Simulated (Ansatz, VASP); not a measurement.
## One calculation of Si2W, two programs

The input INCAR:

```
PREC = Accurate ; ENCUT = 520
EDIFF = 1E-6 ; ISMEAR = 0
SIGMA = 0.15 ; LREAL = F
LASPH = T ; NELM = 80
ALGO = Normal ; ISIF = 2
LWAVE = F ; LCHARG = T
GGA = PE ; LELF = T
LVHAR = T ; NBANDS = 18
```

KPOINTS

```
Automatic mesh
0
Gamma
  18 18 18
```

The input POSCAR:

```
Si2W
1.0
   -1.7382048341      1.7382048341      3.5301201976
    1.7382048341     -1.7382048341      3.5301201976
    1.7382048341      1.7382048341     -3.5301201976
Si W
2 1
Direct
    0.3345726944      0.3345726944      0.0000000000
    0.6654273056      0.6654273056      0.0000000000
    0.0000000000      0.0000000000      0.0000000000
```

Input for Ansatz:

```yaml
crystal:
  lattice:
    - [-1.7382048341, 1.7382048341, 3.5301201976]
    - [1.7382048341, -1.7382048341, 3.5301201976]
    - [1.7382048341, 1.7382048341, -3.5301201976]
  atoms:
    - { symbol: Si, position: [0.3345726944, 0.3345726944, 0.0] }
    - { symbol: Si, position: [0.6654273056, 0.6654273056, 0.0] }
    - { symbol: W, position: [0.0, 0.0, 0.0] }
basis:
  ecutwfc: 420
kpoints:
  mp_grid: { grid: [18, 18, 18] }
hamiltonian:
  xc: pbe
  pseudopotentials: { kind: paw, azcp: { folder: soft_1 } }
scf:
  occupations: { method: gaussian, width: 0.15 }
output:
  forces: true
  stress: true
  eigenvalues: true
```

Alike in both runs: task single point; functional PBE; k mesh 18 × 18 × 18; occupations gaussian, width 0.15 eV; no spin polarisation.

```csv
,VASP,Ansatz
version,VASP 6.6.1,Ansatz 0.2.0
potentials or method,"VASP PAW PBE potentials, release 64 (Si, W_sv), cutoff 520 eV","scalar-relativistic, plane waves, PAW"
valence electrons in the cell,22,22
```

```csv
,VASP,Ansatz,Ansatz less VASP
gap on the k mesh at the Fermi level (eV),none,none,-
pressure (GPa),4.4,4.4,+0.04
"traceless stress, the component that is largest in VASP (GPa)",53.63,53.69,+0.054
rms of the force components (eV/Å),0.262,0.257,-0.0045
```

Atom by atom the forces differ by 0.004 eV/Å (rms over components). A gap of «none» marks a metal or a gap that the smearing closes.

Spin-orbit coupling is off throughout.
